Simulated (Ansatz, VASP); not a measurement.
# One calculation of FePt, two programs

The input INCAR:

```
PREC = Accurate
ENCUT = 520
EDIFF = 1E-6
ISMEAR = -1
SIGMA = 0.1
LREAL = False
LASPH = True
NELM = 150
ALGO = Normal
ISIF = 2
LWAVE = False
LCHARG = False
ISPIN = 2
MAGMOM = 3.5 0
LORBIT = 11
LMAXMIX = 4
GGA = PS
NBANDS = 20
```

Contents of KPOINTS:

```
Automatic mesh
0
Gamma
  8 8 6
```

Contents of POSCAR:

```
FePt
1.0
    2.7769155219      0.0000000000      0.0000000000
    0.0000000000      2.7769155219      0.0000000000
    0.0000000000      0.0000000000      3.7929596994
Fe Pt
1 1
Direct
    0.0000000000      0.0000000000      0.0000000000
    0.5000000000      0.5000000000      0.5000000000
```

Input for Ansatz:

```yaml
crystal:
  lattice:
    - [2.776915521866906, 0.0, 0.0]
    - [0.0, 2.776915521866906, 0.0]
    - [0.0, 0.0, 3.7929596994106447]
  atoms:
    - { symbol: Fe, position: [0.0, 0.0, 0.0], spin: 3.5 }
    - { symbol: Pt, position: [0.5, 0.5, 0.5] }
kpoints:
  mp_grid:
    grid: [8, 8, 6]
hamiltonian:
  xc: pbesol
  pseudopotentials:
    kind: all_electron
    lapw: {}
magnetization:
  spin_polarized: true
scf:
  convergence:
    dr2_threshold: 1.0e-07
  occupations:
    method: fermi_dirac
```

Alike in both runs: task single point; functional PBEsol; k mesh 8 × 8 × 6; collinear spin.

|  | VASP | Ansatz |
| --- | --- | --- |
| version | VASP 6.6.1 | Ansatz 0.2.0 |
| potentials or method | VASP PAW PBE potentials, release 64 (Fe, Pt), cutoff 520 eV | all-electron (LAPW or listed datasets) |
| occupations | fermi-dirac, width 0.1 eV | fermi-dirac |

|  | VASP | Ansatz | Ansatz less VASP |
| --- | --- | --- | --- |
| net moment per atom (μB) | 1.70 | 1.70 | +0.002 |
| size of the moment on the site where the two differ most (μB) | 3.02 | 3.07 | +0.054 |

VASP's potentials were made for PBE, not for PBEsol. Site moments also hang on the region over which each program counts them. Ansatz ran all-electron here, and VASP with PAW potentials.

Spin-orbit coupling is off throughout.
